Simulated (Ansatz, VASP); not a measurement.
# One calculation of Al, two programs

INCAR

```
ALGO = Fast
EDIFF = 1E-6
ENCUT = 520
GGA = PS
ISIF = 2
ISMEAR = 0
LASPH = True
LCHARG = False
LREAL = False
LWAVE = False
NBANDS = 10
NELM = 100
PREC = Accurate
SIGMA = 0.15
```

The input KPOINTS:

```
k-points
0
Gamma
  24 24 14
```

File POSCAR:

```
Al
1.0
    2.8073184568      0.0000000000      0.0000000000
   -1.4036592284      2.4312091001      0.0000000000
    0.0000000000      0.0000000000      4.6373174459
Al
2
Direct
    0.6666666667      0.3333333333      0.7500000000
    0.3333333333      0.6666666667      0.2500000000
```

Input for Ansatz:

```yaml
crystal:
  lattice:
    - [2.8073184568, 0.0, 0.0]
    - [-1.4036592284, 2.4312091001, 0.0]
    - [0.0, 0.0, 4.6373174459]
  atoms:
    - { symbol: Al, position: [0.6666666667, 0.3333333333, 0.75] }
    - { symbol: Al, position: [0.3333333333, 0.6666666667, 0.25] }
basis:
  ecutwfc: 420
kpoints:
  mp_grid: { grid: [24, 24, 14] }
hamiltonian:
  xc: pbesol
scf:
  occupations: { method: gaussian, width: 0.15 }
output:
  forces: true
  stress: true
  eigenvalues: true
```

Change from the starting cell: strain -0.0150 x Voigt [1, 1, 0, 0, 0, 0], atoms carried along.

Alike in both runs: task single point; functional PBEsol; k mesh 24 × 24 × 14; occupations gaussian, width 0.15 eV; no spin polarisation.

```csv
,VASP,Ansatz
version,VASP 6.6.1,Ansatz 0.2.0
potentials or method,"VASP PAW PBE potentials, release 64 (Al), cutoff 520 eV","scalar-relativistic, plane waves, PAW"
valence electrons in the cell,6,6
```

VASP gave:

| Item | Value |
| --- | --- |
| gap on the k mesh at the Fermi level (eV) | none |
| pressure (GPa) | 2.7 |
| traceless stress, the component that is largest in VASP (GPa) | 0.20 |

Problem. What did Ansatz give for the same quantities?

Solution. gap on the k mesh at the Fermi level (eV): none; pressure (GPa): 2.6; traceless stress, the component that is largest in VASP (GPa): 0.20.

VASP's potentials were made for PBE, not for PBEsol. A gap of «none» marks a metal or a gap that the smearing closes. The functional is the same, so the differences come from potentials, cutoffs and numerics.
